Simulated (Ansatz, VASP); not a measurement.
**ZnIn2O6: VASP beside Ansatz**

```
CELL_PARAMETERS angstrom
5.60340 0.00000 0.00000
-2.80170 4.85269 0.00000
0.00000 0.00000 4.70686
ATOMIC_POSITIONS crystal
Zn 0.00000 0.00000 0.50000
In 0.33333 0.66667 0.75000
In 0.66667 0.33333 0.25000
O 0.83333 0.66667 0.75000
O 0.33333 0.16667 0.75000
O 0.83333 0.16667 0.75000
O 0.16667 0.33333 0.25000
O 0.66667 0.83333 0.25000
O 0.16667 0.83333 0.25000
```

Alike in both runs: task single point; functional PBE; k mesh 6 × 6 × 4; occupations gaussian, width 0.1 eV; collinear spin.

|  | VASP | Ansatz |
| --- | --- | --- |
| version | VASP 6.6.1 | Ansatz 0.2.0 |
| potentials or method | VASP PAW PBE potentials, release 64 (Zn, In_d, O), cutoff 600 eV | scalar-relativistic, plane waves, PAW |
| valence electrons in the cell | 74 | 74 |

|  | VASP | Ansatz | Ansatz less VASP |
| --- | --- | --- | --- |
| gap on the k mesh at the Fermi level (eV) | none | none | - |
| pressure (GPa) | -14.6 | -14.8 | -0.23 |
| traceless stress, the component that is largest in VASP (GPa) | 0.21 | 0.15 | -0.063 |
| rms of the force components (eV/Å) | 0.436 | 0.407 | -0.0291 |
| net moment per atom (μB) | 0.49 | 0.49 | 0.000 |
| size of the moment on the site where the two differ most (μB) | 0.63 | 0.67 | +0.041 |

Site moments also hang on the region over which each program counts them. Atom by atom the forces differ by 0.040 eV/Å (rms over components). A gap of «none» marks a metal or a gap that the smearing closes. With one functional, cell and mesh, what is left measures potentials, basis and numerics.
